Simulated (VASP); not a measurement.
# HC8Cl in VASP: single point with PBE+D3(BJ)

Aim: the single point of HC8Cl with PBE+D3(BJ).

Program: VASP 6.6.1. These are calculated values, not measurements. Logs are shortened: lines on timing, memory, paths and dates and some standing lists are left out, and cuts for length are marked.

### Step 1. The cell of the first run

The cell holds a slab with vacuum, 10 atoms: a = 4.931 Å, b = 4.931 Å, c = 18.000 Å, α = 90.00°, β = 90.00°, γ = 120.00°.

### Step 2. Single point, PBE+D3(BJ)

INCAR

```
PREC = Accurate
ENCUT = 520
EDIFF = 1E-7
ISMEAR = 0
SIGMA = 0.1
LREAL = F
LASPH = T
NELM = 100
ALGO = Normal
ISIF = 2
LWAVE = F
LCHARG = F
LDIPOL = T
IDIPOL = 3
DIPOL = 0.5 0.5 0.256
GGA = PE
IVDW = 12
NBANDS = 31
```

KPOINTS

```
Automatic mesh
0
Gamma
  6 6 1
```

POSCAR

```
HC8Cl
1.0
    4.9313048819      0.0000000000      0.0000000000
   -2.4656524409      4.2706353015      0.0000000000
    0.0000000000      0.0000000000     18.0000331942
C Cl H
8 1 1
Direct
    0.3333333333      0.1666666667      0.2222236565
    0.3333333333      0.6666666667      0.2222236565
    0.8333333333      0.1666666667      0.2222236565
    0.8333333333      0.6666666667      0.2222236565
    0.1666666667      0.3333333333      0.2222218124
    0.1666666667      0.8333333333      0.2222218124
    0.6666666667      0.3333333333      0.2222218124
    0.6666666667      0.8333333333      0.2222218124
    0.2636715666      0.2363284334      0.3888900158
    0.4029951000      0.0970049000      0.3888900158
```

Potentials or basis: VASP PAW PBE potentials, release 64 (C, Cl, H).

On the command line:

```bash
cat potpaw_PBE.64/C/POTCAR potpaw_PBE.64/Cl/POTCAR potpaw_PBE.64/H/POTCAR > POTCAR
mpirun -np 1 vasp_std > vasp.out
```

OUTCAR:

```text
PREC = Accurate
   ENCUT = 520
   EDIFF = 1E-7
   ISMEAR = 0
   LREAL = F
   LASPH = T
   NELM = 100
   ISIF = 2
   GGA = PE
   IVDW = 12
 IVDW          = 12

 ion  position               nearest neighbor table
   1  0.333  0.167  0.222-   5 1.42   6 1.42   7 1.42
   2  0.333  0.667  0.222-   6 1.42   5 1.42   8 1.42
   3  0.833  0.167  0.222-   7 1.42   8 1.42   5 1.42
   4  0.833  0.667  0.222-   8 1.42   7 1.42   6 1.42
   5  0.167  0.333  0.222-   1 1.42   2 1.42   3 1.42
   6  0.167  0.833  0.222-   2 1.42   1 1.42   4 1.42
   7  0.667  0.333  0.222-   3 1.42   4 1.42   1 1.42
   8  0.667  0.833  0.222-   4 1.42   3 1.42   2 1.42
   9  0.264  0.236  0.389-  10 1.19
  10  0.403  0.097  0.389-   9 1.19

  LATTYP: Found a hexagonal cell.
 ALAT       =     4.9313048819
 C/A-ratio  =     3.6501562214

  Lattice vectors:

 A1 = (   4.9313048819,   0.0000000000,   0.0000000000)
 A2 = (  -2.4656524409,   4.2706353015,   0.0000000000)
 A3 = (   0.0000000000,   0.0000000000,  18.0000331942)

Analysis of symmetry for initial positions (statically):
=====================================================================
 Subroutine PRICEL returns:
 Original cell was already a primitive cell.

 Routine SETGRP: Setting up the symmetry group for a
 hexagonal supercell.

 Subroutine GETGRP returns: Found  2 space group operations
 (whereof  1 operations were pure point group operations)
 out of a pool of 24 trial point group operations.

The static configuration has the point symmetry C_1 .
 The point group associated with its full space group is C_1h.

Analysis of symmetry for dynamics (positions and initial velocities):
=====================================================================
 Subroutine PRICEL returns:
 Original cell was already a primitive cell.

 Routine SETGRP: Setting up the symmetry group for a
 hexagonal supercell.

 Subroutine GETGRP returns: Found  2 space group operations
 (whereof  1 operations were pure point group operations)
 out of a pool of 24 trial point group operations.

The dynamic configuration has the point symmetry C_1 .
 The point group associated with its full space group is C_1h.

 Subroutine INISYM returns: Found  2 space group operations
 (whereof  1 operations are pure point group operations),
 and found     1 'primitive' translations

----------------------------------------------------------------------------------------

                                     Primitive cell

  volume of cell :     379.0772

  direct lattice vectors                    reciprocal lattice vectors
     4.931304882  0.000000000  0.000000000     0.202786083  0.117078599  0.000000000
    -2.465652441  4.270635301  0.000000000     0.000000000  0.234157199  0.000000000
     0.000000000  0.000000000 18.000033194     0.000000000  0.000000000  0.055555453

  length of vectors
     4.931304882  4.931304882 18.000033194     0.234157199  0.234157199  0.055555453

  position of ions in fractional coordinates (direct lattice)
     0.333333333  0.166666667  0.222223656
     0.333333333  0.666666667  0.222223656
     0.833333333  0.166666667  0.222223656
     0.833333333  0.666666667  0.222223656
     0.166666667  0.333333333  0.222221812
     0.166666667  0.833333333  0.222221812
     0.666666667  0.333333333  0.222221812
     0.666666667  0.833333333  0.222221812
     0.263671567  0.236328433  0.388890016
     0.402995100  0.097004900  0.388890016

  ion indices of the primitive-cell ions
   primitive index   ion index
                 1           1
                 2           2
                 3           3
                 4           4
                 5           5
                 6           6
                 7           7
                 8           8
                 9           9
                10          10

----------------------------------------------------------------------------------------

 KPOINTS: Automatic mesh

Automatic generation of k-mesh.
 Grid dimensions read from file:
 generate k-points for:    6    6    1

 Generating k-lattice:

  Cartesian coordinates                     Fractional coordinates (reciprocal lattice)
     0.033797680  0.019513100  0.000000000     0.166666667  0.000000000  0.000000000
     0.000000000  0.039026200  0.000000000     0.000000000  0.166666667  0.000000000
     0.000000000  0.000000000  0.055555453     0.000000000  0.000000000  1.000000000

  Length of vectors
     0.039026200  0.039026200  0.055555453

  Shift w.r.t. Gamma in fractional coordinates (k-lattice)
     0.000000000  0.000000000  0.000000000

 Subroutine IBZKPT returns following result:
 ===========================================

 Found     13 irreducible k-points:

 Following reciprocal coordinates:
            Coordinates               Weight
  0.000000  0.000000  0.000000      1.000000
  0.166667  0.000000  0.000000      4.000000
 -0.166667  0.166667  0.000000      2.000000
  0.333333  0.000000  0.000000      4.000000
 -0.333333  0.333333  0.000000      2.000000
  0.500000  0.000000  0.000000      2.000000
  0.500000  0.500000  0.000000      1.000000
  0.166667  0.166667  0.000000      2.000000
 -0.166667  0.333333  0.000000      4.000000
  0.333333  0.166667  0.000000      4.000000
 -0.166667  0.500000  0.000000      4.000000
  0.500000  0.333333  0.000000      4.000000
  0.333333  0.333333  0.000000      2.000000
   k-points           NKPTS =     13   k-points in BZ     NKDIM =     13   number of bands    NBANDS=     31
   number of dos      NEDOS =    301   number of ions     NIONS =     10
   total plane-waves  NPLWV = 224000
   dimension x,y,z NGX =    40 NGY =   40 NGZ =  140
   dimension x,y,z NGXF=    80 NGYF=   80 NGZF=  280
   ions per type =               8   1   1
   NGX,Y,Z   is equivalent  to a cutoff of  13.48, 13.48, 12.93 a.u.
   NGXF,Y,Z  is equivalent  to a cutoff of  26.97, 26.97, 25.86 a.u.
 SYSTEM =  unknown system
   PREC   = accura    normal or accurate (medium, high low for compatibility)
   ISTART =      0    job   : 0-new  1-cont  2-samecut
   ICHARG =      2    charge: 1-file 2-atom 10-const
   ISPIN  =      1    spin polarized calculation?
   LNONCOLLINEAR =      F non collinear calculations
   LSORBIT =      F    spin-orbit coupling
   LASPH  =      T    aspherical Exc in radial PAW
   ENCUT  =  520.0 eV  38.22 Ry    6.18 a.u.   9.17  9.17 33.47*2*pi/ulx,y,z
   NELM   =    100;   NELMIN=  2; NELMDL= -5     # of ELM steps
   EDIFF  = 0.1E-06   stopping-criterion for ELM
   LREAL  =      F    real-space projection
   EDIFFG = 0.1E-05   stopping-criterion for IOM
   NSW    =      0    number of steps for IOM
   IBRION =     -1    ionic relax: 0-MD 1-quasi-New 2-CG
   NFREE  =      0    steps in history (QN), initial steepest desc. (CG)
   ISIF   =      2    stress and relaxation
   ISYM   =      2    0-nonsym 1-usesym 2-fastsym
   POTIM  = 0.5000    time-step for ionic-motion
   TEBEG  =    0.0;   TEEND  =   0.0 temperature during run
   PSTRESS=    0.0 pullay stress
   NELECT =      40.0000    total number of electrons
   NUPDOWN=      -1.0000    fix difference up-down
   EMIN   =  10.00;   EMAX   =-10.00  energy-range for DOS
   EFERMI =   0.00;   METHOD = LEGACY
   ISMEAR =     0;   SIGMA  =   0.10  broadening in eV -4-tet -1-fermi 0-gaus
   EFERMI_NEDOS =   21; number of points for ismear=-14 and -15
   IALGO  =     38    algorithm
   IMIX   =      4    mixing-type and parameters
     AMIX     =   0.40;   BMIX     =  1.00
     AMIX_MAG =   1.60;   BMIX_MAG =  1.00
  volume/ion in A,a.u.               =      37.91       255.81
  Fermi-wavevector in a.u.,A,eV,Ry     =   0.773604  1.461900  8.142594  0.598464
  Thomas-Fermi vector in A             =   1.875484
   LORBIT       =      0    0 simple, 1 ext, 2 COOP (PROOUT), +10 PAW based schemes
   GGA     = PE    functional components
   LHFCALC =     F    Hartree Fock is set to
   AEXX    =    0.0000 exact exchange contribution
   IVDW    =    12    specifies the selected vdW correction
   LEPSILON=     F    determine dielectric tensor
   LRPA    =     F    only Hartree local field effects (RPA)
 non-spin polarized calculation
 Gauss-broadening in eV      SIGMA  =   0.10
  energy-cutoff  :      520.00
  volume of cell :      379.08
 maximum number of plane-waves:     10258
 NGX is ok and might be reduce to    40
   NGX = 19   NGY = 19   NGZ = 67

 dipolmoment           0.000000      0.000000     -0.002964 electrons x Angstroem

 number of electron      40.0000000 magnetization

 dipolmoment           0.000000      0.000000      0.014472 electrons x Angstroem

 Free energy of the ion-electron system (eV)
  ---------------------------------------------------
  ext. energy  EPLUGINS =         0.00000000
  ---------------------------------------------------
  free energy    TOTEN  =       -79.58208454 eV

  energy without entropy =      -79.57591691  energy(sigma->0) =      -79.57900072

 E-fermi :  -2.0854     XC(G=0):  -3.2234

 val. band max:       -2.0981375948   @ k =   0.3333   0.3333   0.0000
 cond. band min:      -2.0726298706   @ k =   0.3333   0.3333   0.0000
 fundamental gap:      0.0255077242
 Fermi energy:        -2.0853837327

 k-point     1 :       0.0000    0.0000    0.0000
  band No.  band energies     occupation
      1     -21.6099      2.00000
      2     -19.5508      2.00000
      3     -16.3656      2.00000
      4     -16.3611      2.00000
      5     -16.3535      2.00000
      6     -15.3247      2.00000
[... 23 lines left out ...]
     30       5.2845      0.00000
     31       5.2874      0.00000
[... 377 lines left out ...]
      1     -19.7406      2.00000
      2     -19.6614      2.00000
      3     -19.6560      2.00000
      4     -19.4477      2.00000
      5     -14.6797      2.00000
      6     -14.6780      2.00000
[... 23 lines left out ...]
     30       4.4600      0.00000
     31       4.5781      0.00000

------------------------ aborting loop because EDIFF is reached ----------------------------------------

 vacuum level on the upper side and lower side of the slab       (xc-potential included)         0.016        -0.074

 Edisp (eV)   -0.92183

 E8    (eV) :    -0.2836

  FORCE on cell =-STRESS in cart. coord.  units (eV):
  Direction    XX          YY          ZZ          XY          YZ          ZX
  --------------------------------------------------------------------------------------
  -------------------------------------------------------------------------------------
  Total       3.43734     1.11479     1.48961    -2.01139    -0.00860     0.01490
  in kB      14.52799     4.71167     6.29585    -8.50118    -0.03635     0.06296
  external pressure =        8.51 kB  Pullay stress =        0.00 kB

 VOLUME and BASIS-vectors are now :
 -----------------------------------------------------------------------------
  energy-cutoff  :      520.00
  volume of cell :      379.08
      direct lattice vectors                 reciprocal lattice vectors
     4.931304882  0.000000000  0.000000000     0.202786083  0.117078599  0.000000000
    -2.465652441  4.270635301  0.000000000     0.000000000  0.234157199  0.000000000
     0.000000000  0.000000000 18.000033194     0.000000000  0.000000000  0.055555453

 POSITION                                       TOTAL-FORCE (eV/Angst)
 -----------------------------------------------------------------------------------
      1.23283      0.71177      4.00003         0.024274     -0.014015     -0.258806
     -0.00000      2.84709      4.00003         0.018282     -0.065414     -0.015112
      3.69848      0.71177      4.00003         0.065791      0.016874     -0.015112
      2.46565      2.84709      4.00003         0.009492     -0.005480      0.032256
      0.00000      1.42355      4.00000        -0.037702      0.021767     -0.222602
     -1.23283      3.55886      4.00000        -0.029910      0.046798     -0.043342
      2.46565      1.42355      4.00000        -0.055483      0.002504     -0.043342
      1.23283      3.55886      4.00000         0.000377     -0.000218      0.043544
      0.71754      1.00927      7.00003        -3.214989      1.856175      0.513892
      1.74811      0.41427      7.00003         3.219868     -1.858992      0.008623
 -----------------------------------------------------------------------------------
    total drift:                               -0.000079      0.000045      0.000552

  FREE ENERGIE OF THE ION-ELECTRON SYSTEM (eV)
  ---------------------------------------------------
  free  energy   TOTEN  =       -80.5039098783 eV

  energy  without entropy=      -80.4977422488  energy(sigma->0) =      -80.50082606

 vacuum level on the upper side and lower side of the slab         2.277         2.161
```

Wall time 7.7 min (1 thread of Intel Xeon 8259CL, shared host); peak memory 0.55 GiB.

What came out:

```yaml
Free_energy: -80.5039 eV
Largest_force: 3.748 eV/Å
Band_gap_on_the_k_mesh: 0.03 eV
Dispersion_energy_per_atom: -0.092 eV
```

Forces on the atoms (eV/Å):
```
C    0.024 -0.014 -0.259
C    0.018 -0.065 -0.015
C    0.066  0.017 -0.015
C    0.009 -0.005  0.032
C   -0.038  0.022 -0.223
C   -0.030  0.047 -0.043
C   -0.055  0.003 -0.043
C    0.000  0.000  0.044
Cl  -3.215  1.856  0.514
H    3.220 -1.859  0.009
```
